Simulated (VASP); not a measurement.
# Al (Fm-3m) in VASP: notebook, part 2 of 2

VASP 6.6.1.

### Step 3. Relaxation of cell and atoms, PBE

This run uses another cell than the first one, of 17.37 Å³/atom, 1.052 times its volume.

The input, INCAR:

```
PREC = Accurate ; ENCUT = 600
EDIFF = 1E-6 ; ISMEAR = 0
SIGMA = 0.1 ; LREAL = F
LASPH = T ; NELM = 100
ALGO = Normal ; ISIF = 3
LWAVE = F ; LCHARG = F
GGA = PE ; IBRION = 2
NSW = 100 ; EDIFFG = -0.005
```

The input, KPOINTS:

```
regular mesh
0
Gamma
  18 18 18
```

The input, POSCAR:

```
Al
1.0
    0.0000000000      2.0553734232      2.0553734232
    2.0553734232      0.0000000000      2.0553734232
    2.0553734232      2.0553734232      0.0000000000
Al
1
Direct
    0.0000000000      0.0000000000      0.0000000000
```

Potentials or basis: VASP PAW PBE potentials, release 64 (Al).

Command:

```console
> cat potpaw_PBE.64/Al/POTCAR > POTCAR
> mpirun -np 1 vasp_std > vasp.out
```

It took 26 s on 1 thread of Intel Xeon Platinum 8259CL at 2.50GHz (Skylake/Cascade Lake), shared host; peak memory 0.15 GiB.

The run converged. Its results:

- Free energy: -3.7446 eV
- Relaxed volume: 16.49 Å³/atom
- Relaxed cell: a = 2.857 Å, b = 2.857 Å, c = 2.857 Å, α = 60.00°, β = 60.00°, γ = 60.00°
- Space group after relaxing (to 0.05 Å): Fm-3m (No. 225)
- Energy gained by relaxing: 10.1 meV/atom
- Ionic steps: 3
- Pressure after relaxing: 0.0 GPa

The path:
| step | energy change (eV) | largest force (eV/Å) | pressure (GPa) | volume (Å³) |
| --- | --- | --- | --- | --- |
| 1 | 0.0000 | 0.0000 | -3.56 | 17.37 |
| 2 | -0.0100 | 0.0000 | 0.37 | 16.42 |
| 3 | -0.0101 | 0.0000 | 0.00 | 16.49 |

Final structure:
```cif
data_structure
_symmetry_space_group_name_H-M 'P 1'
_symmetry_Int_Tables_number 1
_cell_length_a 2.8572
_cell_length_b 2.8572
_cell_length_c 2.8572
_cell_angle_alpha 60.000
_cell_angle_beta 60.000
_cell_angle_gamma 60.000
_cell_volume 16.49
loop_
_atom_site_label
_atom_site_type_symbol
_atom_site_fract_x
_atom_site_fract_y
_atom_site_fract_z
_atom_site_occupancy
Al1 Al 0.00000 0.00000 0.00000 1
```

Levels at points of the mesh, in eV from the Fermi level:
```csv
k point,band 1,band 2,band 3,band 4
"(0.00, 0.00, 0.00)",-11.13,12.63,12.63,12.63
"(0.50, 0.00, 0.00)",-4.59,-4.37,11.42,11.42
"(0.50, 0.50, 0.00)",-2.92,-1.59,5.27,5.61
```

### Step 4. Single point, PBE

This run uses another cell than the first one, of 17.37 Å³/atom, 1.052 times its volume.

The input, INCAR:

```
SYSTEM = Al
PREC = Accurate
ENCUT = 500
EDIFF = 1E-6
ISMEAR = 0
SIGMA = 0.1
LREAL = .FALSE.
LASPH = .TRUE.
NELM = 120
ALGO = Normal
ISIF = 2
LWAVE = .FALSE.
LCHARG = .FALSE.
GGA = PE
NBANDS = 8
GGA_COMPAT = .FALSE.
```

The input, KPOINTS:

```
regular mesh
0
G
  8 8 8
  0 0 0
```

The input, POSCAR:

```
Al
1.0
    0.0000000000      2.0553734234      2.0553734234
    2.0553734234      0.0000000000      2.0553734234
    2.0553734234      2.0553734234      0.0000000000
Al
1
Direct
    0.0000000000      0.0000000000      0.0000000000
```

Potentials or basis: VASP PAW PBE potentials, release 64 (Al).

Command:

```console
> cat potpaw_PBE.64/Al/POTCAR > POTCAR
> mpirun -np 1 vasp_std > vasp.out
```

OUTCAR:

```text
SYSTEM = Al
   PREC = Accurate
   ENCUT = 500
   EDIFF = 1E-6
   ISMEAR = 0
   LREAL = .FALSE.
   LASPH = .TRUE.
   NELM = 120
   ISIF = 2
   GGA = PE

 ion  position               nearest neighbor table
   1  0.000  0.000  0.000-

  LATTYP: Found a face centered cubic cell.
 ALAT       =     4.1107468468

  Lattice vectors:

 A1 = (   0.0000000000,   2.0553734234,   2.0553734234)
 A2 = (   2.0553734234,   0.0000000000,   2.0553734234)
 A3 = (   2.0553734234,   2.0553734234,   0.0000000000)

[... 442 lines left out ...]
      8      27.4288      0.00000

 [... further k-points ...]

------------------------ aborting loop because EDIFF is reached ----------------------------------------

  FORCE on cell =-STRESS in cart. coord.  units (eV):
  Direction    XX          YY          ZZ          XY          YZ          ZX
  --------------------------------------------------------------------------------------
  -------------------------------------------------------------------------------------
  Total       -0.4033685     -0.4033685     -0.4033685      0.0000000     -0.0000000     -0.0000000
  in kB      -37.2143437    -37.2143437    -37.2143437      0.0000000     -0.0000000     -0.0000000
  external PRESSURE =     -37.2143437 kB  Pullay stress =       0.0000000 kB

 VOLUME and BASIS-vectors are now :
 -----------------------------------------------------------------------------
  energy-cutoff  :      500.00
  volume of cell :       17.37
      direct lattice vectors                 reciprocal lattice vectors
     0.000000000  2.055373423  2.055373423    -0.243264798  0.243264798  0.243264798
     2.055373423  0.000000000  2.055373423     0.243264798 -0.243264798  0.243264798
     2.055373423  2.055373423  0.000000000     0.243264798  0.243264798 -0.243264798

 POSITION                                       TOTAL-FORCE (eV/Angst)
 -----------------------------------------------------------------------------------
      0.00000      0.00000      0.00000        -0.000000      0.000000      0.000000
 -----------------------------------------------------------------------------------
    total drift:                                0.000000     -0.000000     -0.000000

  FREE ENERGIE OF THE ION-ELECTRON SYSTEM (eV)
  ---------------------------------------------------
  free  energy   TOTEN  =        -3.7311887047 eV

  energy  without entropy=       -3.7281448521  energy(sigma->0) =       -3.72966678
```

OSZICAR:

```text
N       E                     dE             d eps       ncg     rms          rms(c)
DAV:   1    -0.229787711059E+01   -0.22979E+01   -0.74523E+02   472   0.184E+02
DAV:   2    -0.374391362127E+01   -0.14460E+01   -0.14407E+01   616   0.182E+01
DAV:   3    -0.375260784066E+01   -0.86942E-02   -0.86942E-02   624   0.166E+00
DAV:   4    -0.375263858527E+01   -0.30745E-04   -0.30744E-04   648   0.834E-02
DAV:   5    -0.375263864185E+01   -0.56583E-07   -0.55960E-07   672   0.261E-03    0.123E+00
DAV:   6    -0.374030762242E+01    0.12331E-01   -0.18036E-03   584   0.205E-01    0.719E-01
DAV:   7    -0.373119562696E+01    0.91120E-02   -0.54545E-03   560   0.334E-01    0.140E-01
DAV:   8    -0.373119052946E+01    0.50975E-05   -0.15482E-05   640   0.282E-02    0.715E-03
DAV:   9    -0.373118914506E+01    0.13844E-05   -0.95333E-07   672   0.424E-03    0.834E-04
DAV:  10    -0.373118870474E+01    0.44032E-06   -0.42048E-09   416   0.446E-04
   1 F= -.37311887E+01 E0= -.37296668E+01  d E =-.304385E-02
```

stdout:

```text
POSCAR found type information on POSCAR Al
 POSCAR found :  1 types and       1 ions
 scaLAPACK will be used
 LDA part: xc-table for (Slater+PW92), standard interpolation
 POSCAR, INCAR and KPOINTS ok, starting setup
 FFT: planning ... GRIDC
 FFT: planning ... GRID_SOFT
 FFT: planning ... GRID
 WAVECAR not read
 entering main loop
```

Wall time 5.4 s (1 thread of Intel Xeon 8259CL, shared host); peak memory 0.13 GiB.

What came out:

* Free energy: -3.7312 eV
* Pressure: -3.7 GPa

Levels at points of the mesh, in eV from the Fermi level:
```csv
k point,band 1,band 2,band 3,band 4,band 5
"(0.00, 0.00, 0.00)",-10.85,12.28,12.28,12.28,13.39
"(0.50, 0.00, 0.00)",-4.45,-4.37,10.81,10.81,11.17
"(0.50, 0.50, 0.00)",-2.86,-1.66,5.18,5.30,5.30
```

### Step 5. The runs side by side

```csv
task,cell,k mesh,cutoff (eV),gap on the mesh (eV),pressure (GPa)
single point,"a = 2.858 Å, angles 60.0°, 1 atom",18 × 18 × 18,520,none,-0.1
relaxation of cell and atoms,"relaxed from a = 2.907 Å, angles 60.0°, 1 atom",18 × 18 × 18,600,none,0.0
single point,"a = 2.907 Å, angles 60.0°, 1 atom",8 × 8 × 8,500,none,-3.7
```

Alike in all rows: level PBE; potentials or basis VASP PAW PBE potentials, release 64 (Al); no spin polarisation; smearing gaussian 0.1 eV.

Total energies depend on the potentials used, so only differences within one code and one set of settings carry meaning.
